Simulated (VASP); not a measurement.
# PtS2 (P-3m1) in VASP: single point with LDA

Aim: the single point of PtS2 with LDA.

Everything below comes from runs of VASP 6.6.1. Logs are shortened: lines on timing, memory, paths and dates and some standing lists are left out, and cuts for length are marked.

### Step 1. The cell of the first run

The structure is trigonal, space group P-3m1 (No. 164). The conventional cell has a = 3.563 Å, b = 3.563 Å, c = 4.550 Å, α = 90.00°, β = 90.00°, γ = 120.00°. Pt (site symmetry -3m) has 6 S at 2.37 Å within 3.1 Å. S (site symmetry 3m) has 3 Pt at 2.37 Å and 3 S at 3.00 Å within 3.1 Å.

### Step 2. Single point, LDA

The input, INCAR:

```
ALGO     = Normal         # electronic algorithm
EDIFF    = 1E-6           # SCF threshold, eV
ENCUT    = 520            # plane-wave cutoff, eV
ISIF     = 2              # what is computed and relaxed
ISMEAR   = 0              # smearing method
LASPH    = T              # aspherical terms in the spheres
LCHARG   = T              # write CHGCAR
LELF     = T              # ELF
LREAL    = F              # projectors in reciprocal space
LVHAR    = T            
LWAVE    = F              # write WAVECAR
NBANDS   = 18             # bands
NELM     = 80             # most SCF steps
PREC     = Accurate       # precision mode
SIGMA    = 0.1            # smearing width, eV
```

The input, KPOINTS:

```
k-points
0
Gamma
  6 6 4
```

The input, POSCAR:

```
PtS2
1.0
    3.5633448216      0.0000000000      0.0000000000
   -1.7816724108      3.0859471380      0.0000000000
    0.0000000000      0.0000000000      4.5503872850
Pt S
1 2
Direct
    0.0000000000      0.0000000000      0.0000000000
    0.3333333333      0.6666666667      0.2598720925
    0.6666666667      0.3333333333      0.7401279075
```

Potentials or basis: VASP PAW LDA potentials, release 64 (Pt, S).

Command:

```sh
$ cat potpaw_LDA.64/Pt/POTCAR potpaw_LDA.64/S/POTCAR > POTCAR
$ mpirun -np 1 vasp_std > vasp.out
```

OUTCAR:

```text
EDIFF = 1E-6
   ENCUT = 520
   ISIF = 2
   ISMEAR = 0
   LASPH = T
   LREAL = F
   NELM = 80
   PREC = Accurate

 ion  position               nearest neighbor table
   1  0.000  0.000  0.000-   2 2.37   3 2.37   3 2.37   2 2.37   3 2.37   2 2.37
   2  0.333  0.667  0.260-   1 2.37   1 2.37   1 2.37
   3  0.667  0.333  0.740-   1 2.37   1 2.37   1 2.37

  LATTYP: Found a hexagonal cell.
 ALAT       =     3.5633448216
 C/A-ratio  =     1.2769988628

  Lattice vectors:

 A1 = (   3.5633448216,   0.0000000000,   0.0000000000)
 A2 = (  -1.7816724108,   3.0859471380,   0.0000000000)
 A3 = (   0.0000000000,   0.0000000000,   4.5503872850)

Analysis of symmetry for initial positions (statically):
=====================================================================
 Subroutine PRICEL returns:
 Original cell was already a primitive cell.

 Routine SETGRP: Setting up the symmetry group for a
 hexagonal supercell.

 Subroutine GETGRP returns: Found 12 space group operations
 (whereof 12 operations were pure point group operations)
 out of a pool of 24 trial point group operations.

The static configuration has the point symmetry D_3d.

Analysis of symmetry for dynamics (positions and initial velocities):
=====================================================================
 Subroutine PRICEL returns:
 Original cell was already a primitive cell.

 Routine SETGRP: Setting up the symmetry group for a
 hexagonal supercell.

 Subroutine GETGRP returns: Found 12 space group operations
 (whereof 12 operations were pure point group operations)
 out of a pool of 24 trial point group operations.

The dynamic configuration has the point symmetry D_3d.

 Subroutine INISYM returns: Found 12 space group operations
 (whereof 12 operations are pure point group operations),
 and found     1 'primitive' translations

----------------------------------------------------------------------------------------

                                     Primitive cell

  volume of cell :      50.0374

  direct lattice vectors                    reciprocal lattice vectors
     3.563344822  0.000000000  0.000000000     0.280635204  0.162024810  0.000000000
    -1.781672411  3.085947138  0.000000000     0.000000000  0.324049621  0.000000000
     0.000000000  0.000000000  4.550387285     0.000000000  0.000000000  0.219761514

  length of vectors
     3.563344822  3.563344822  4.550387285     0.324049621  0.324049621  0.219761514

  position of ions in fractional coordinates (direct lattice)
     0.000000000  0.000000000  0.000000000
     0.333333333  0.666666667  0.259872092
     0.666666667  0.333333333  0.740127908

  ion indices of the primitive-cell ions
   primitive index   ion index
                 1           1
                 2           2
                 3           3

----------------------------------------------------------------------------------------

 KPOINTS: k-points

Automatic generation of k-mesh.
 Grid dimensions read from file:
 generate k-points for:    6    6    4

 Generating k-lattice:

  Cartesian coordinates                     Fractional coordinates (reciprocal lattice)
     0.046772534  0.027004135  0.000000000     0.166666667  0.000000000  0.000000000
     0.000000000  0.054008270  0.000000000     0.000000000  0.166666667  0.000000000
     0.000000000  0.000000000  0.054940379     0.000000000  0.000000000  0.250000000

  Length of vectors
     0.054008270  0.054008270  0.054940379

  Shift w.r.t. Gamma in fractional coordinates (k-lattice)
     0.000000000  0.000000000  0.000000000

 Subroutine IBZKPT returns following result:
 ===========================================

 Found     24 irreducible k-points:

 Following reciprocal coordinates:
            Coordinates               Weight
  0.000000  0.000000  0.000000      1.000000
  0.166667  0.000000  0.000000      6.000000
  0.333333  0.000000  0.000000      6.000000
  0.500000  0.000000  0.000000      3.000000
  0.166667  0.166667  0.000000      6.000000
  0.333333  0.166667  0.000000     12.000000
[... 16 lines left out ...]
  0.333333  0.166667  0.500000     12.000000
  0.333333  0.333333  0.500000      2.000000
   k-points           NKPTS =     24   k-points in BZ     NKDIM =     24   number of bands    NBANDS=     18
   number of dos      NEDOS =    301   number of ions     NIONS =      3
   total plane-waves  NPLWV =  28224
   dimension x,y,z NGX =    28 NGY =   28 NGZ =   36
   dimension x,y,z NGXF=    56 NGYF=   56 NGZF=   72
   ions per type =               1   2
   NGX,Y,Z   is equivalent  to a cutoff of  13.06, 13.06, 13.15 a.u.
   NGXF,Y,Z  is equivalent  to a cutoff of  26.13, 26.13, 26.30 a.u.
 SYSTEM =  unknown system
   PREC   = accura    normal or accurate (medium, high low for compatibility)
   ISTART =      0    job   : 0-new  1-cont  2-samecut
   ICHARG =      2    charge: 1-file 2-atom 10-const
   ISPIN  =      1    spin polarized calculation?
   LNONCOLLINEAR =      F non collinear calculations
   LSORBIT =      F    spin-orbit coupling
   LASPH  =      T    aspherical Exc in radial PAW
   ENCUT  =  520.0 eV  38.22 Ry    6.18 a.u.   6.63  6.63  8.46*2*pi/ulx,y,z
   NELM   =     80;   NELMIN=  2; NELMDL= -5     # of ELM steps
   EDIFF  = 0.1E-05   stopping-criterion for ELM
   LREAL  =      F    real-space projection
   EDIFFG = 0.1E-04   stopping-criterion for IOM
   NSW    =      0    number of steps for IOM
   IBRION =     -1    ionic relax: 0-MD 1-quasi-New 2-CG
   NFREE  =      0    steps in history (QN), initial steepest desc. (CG)
   ISIF   =      2    stress and relaxation
   ISYM   =      2    0-nonsym 1-usesym 2-fastsym
   POTIM  = 0.5000    time-step for ionic-motion
   TEBEG  =    0.0;   TEEND  =   0.0 temperature during run
   PSTRESS=    0.0 pullay stress
   NELECT =      22.0000    total number of electrons
   NUPDOWN=      -1.0000    fix difference up-down
   EMIN   =  10.00;   EMAX   =-10.00  energy-range for DOS
   EFERMI =   0.00;   METHOD = LEGACY
   ISMEAR =     0;   SIGMA  =   0.10  broadening in eV -4-tet -1-fermi 0-gaus
   EFERMI_NEDOS =   21; number of points for ismear=-14 and -15
   IALGO  =     38    algorithm
   IMIX   =      4    mixing-type and parameters
     AMIX     =   0.40;   BMIX     =  1.00
     AMIX_MAG =   1.60;   BMIX_MAG =  1.00
  volume/ion in A,a.u.               =      16.68       112.56
  Fermi-wavevector in a.u.,A,eV,Ry     =   1.244851  2.352428 21.084335  1.549655
  Thomas-Fermi vector in A             =   2.379100
   LORBIT       =      0    0 simple, 1 ext, 2 COOP (PROOUT), +10 PAW based schemes
   GGA     = CA    functional components
   LHFCALC =     F    Hartree Fock is set to
   AEXX    =    0.0000 exact exchange contribution
   IVDW    =     0    specifies the selected vdW correction
   LEPSILON=     F    determine dielectric tensor
   LRPA    =     F    only Hartree local field effects (RPA)
 non-spin polarized calculation
 Gauss-broadening in eV      SIGMA  =   0.10
  energy-cutoff  :      520.00
  volume of cell :       50.04
 maximum number of plane-waves:      1397
 NGX is ok and might be reduce to    28
   NGX = 13   NGY = 13   NGZ = 17

 number of electron      21.9999999 magnetization

 Free energy of the ion-electron system (eV)
  ---------------------------------------------------
  ext. energy  EPLUGINS =         0.00000000
  ---------------------------------------------------
  free energy    TOTEN  =       -18.20435112 eV

  energy without entropy =      -18.20170819  energy(sigma->0) =      -18.20302966

 E-fermi :   8.3215     XC(G=0): -11.5089

 val. band max:        8.1985459748   @ k =   0.0000   0.1667   0.2500
 cond. band min:       8.4010374087   @ k =   0.1667   0.1667   0.5000
 fundamental gap:      0.2024914339
 Fermi energy:         8.3214623436

 k-point     1 :       0.0000    0.0000    0.0000
  band No.  band energies     occupation
      1      -7.8698      2.00000
      2      -4.0769      2.00000
      3       0.4491      2.00000
      4       0.9650      2.00000
      5       0.9650      2.00000
      6       3.9525      2.00000
[... 10 lines left out ...]
     17      15.5868      0.00000
     18      20.7095      0.00000

 k-point     2 :       0.1667    0.0000    0.0000
  band No.  band energies     occupation
      1      -7.5133      2.00000
      2      -4.3664      2.00000
      3       0.8316      2.00000
      4       1.1969      2.00000
      5       1.3955      2.00000
      6       3.3746      2.00000
[... 10 lines left out ...]
     17      16.5292      0.00000
     18      17.8284      0.00000

 k-point     3 :       0.3333    0.0000    0.0000
  band No.  band energies     occupation
      1      -6.5912      2.00000
      2      -4.9325      2.00000
      3       1.2414      2.00000
      4       1.6627      2.00000
      5       1.8981      2.00000
      6       2.7120      2.00000
[... 10 lines left out ...]
     17      16.2160      0.00000
     18      17.0002      0.00000

 k-point     4 :       0.5000    0.0000    0.0000
  band No.  band energies     occupation
      1      -5.6165      2.00000
      2      -5.5863      2.00000
      3       0.3635      2.00000
      4       1.8455      2.00000
      5       2.4359      2.00000
      6       4.0044      2.00000
[... 375 lines left out ...]
      4       1.2022      2.00000
      5       2.3004      2.00000
      6       2.8725      2.00000
[... 10 lines left out ...]
     17      16.9634      0.00000
     18      17.7212      0.00000

 k-point    23 :       0.3333    0.1667    0.5000
  band No.  band energies     occupation
      1      -5.7015      2.00000
      2      -5.3133      2.00000
      3       0.3955      2.00000
      4       1.1170      2.00000
      5       2.1497      2.00000
      6       3.1626      2.00000
[... 10 lines left out ...]
     17      17.1968      0.00000
     18      18.4417      0.00000

 k-point    24 :       0.3333    0.3333    0.5000
  band No.  band energies     occupation
      1      -5.3874      2.00000
      2      -5.3874      2.00000
      3       1.0557      2.00000
      4       1.0557      2.00000
      5       1.6776      2.00000
      6       3.4649      2.00000
[... 10 lines left out ...]
     17      16.2588      0.00000
     18      18.5832      0.00000

------------------------ aborting loop because EDIFF is reached ----------------------------------------

  FORCE on cell =-STRESS in cart. coord.  units (eV):
  Direction    XX          YY          ZZ          XY          YZ          ZX
  --------------------------------------------------------------------------------------
  -------------------------------------------------------------------------------------
  Total        0.0508180      0.0508180      0.1302950      0.0000000      0.0000000      0.0000000
  in kB        1.6271713      1.6271713      4.1719922      0.0000000      0.0000000      0.0000000
  external PRESSURE =       2.4754450 kB  Pullay stress =       0.0000000 kB

 VOLUME and BASIS-vectors are now :
 -----------------------------------------------------------------------------
  energy-cutoff  :      520.00
  volume of cell :       50.04
      direct lattice vectors                 reciprocal lattice vectors
     3.563344822  0.000000000  0.000000000     0.280635204  0.162024810  0.000000000
    -1.781672411  3.085947138  0.000000000     0.000000000  0.324049621  0.000000000
     0.000000000  0.000000000  4.550387285     0.000000000  0.000000000  0.219761514

 POSITION                                       TOTAL-FORCE (eV/Angst)
 -----------------------------------------------------------------------------------
      0.00000      0.00000      0.00000         0.000000      0.000000     -0.000000
     -0.00000      2.05730      1.18252        -0.000000     -0.000000      0.035265
      1.78167      1.02865      3.36787         0.000000      0.000000     -0.035265
 -----------------------------------------------------------------------------------
    total drift:                               -0.000000     -0.000000     -0.000000

  FREE ENERGIE OF THE ION-ELECTRON SYSTEM (eV)
  ---------------------------------------------------
  free  energy   TOTEN  =       -18.2043511212 eV

  energy  without entropy=      -18.2017081916  energy(sigma->0) =      -18.20302966
```

Run time: 38 s. Hardware: 1 thread of AMD EPYC 7R13 (Zen 3), shared host; peak memory 0.13 GiB.

Results:

```
Free energy            : -18.2044 eV
Pressure               : 0.2 GPa
Largest force          : 0.035 eV/Å
Band gap on the k mesh : zero (band 11 reaches 8.51 eV, above the bottom of band 12 at 8.40 eV)
```

Forces on the atoms (eV/Å):
```
Pt   0.000  0.000  0.000
S    0.000  0.000  0.035
S    0.000  0.000 -0.035
```

Caveat: spin-orbit coupling is left out, which moves the levels of the heavy elements.
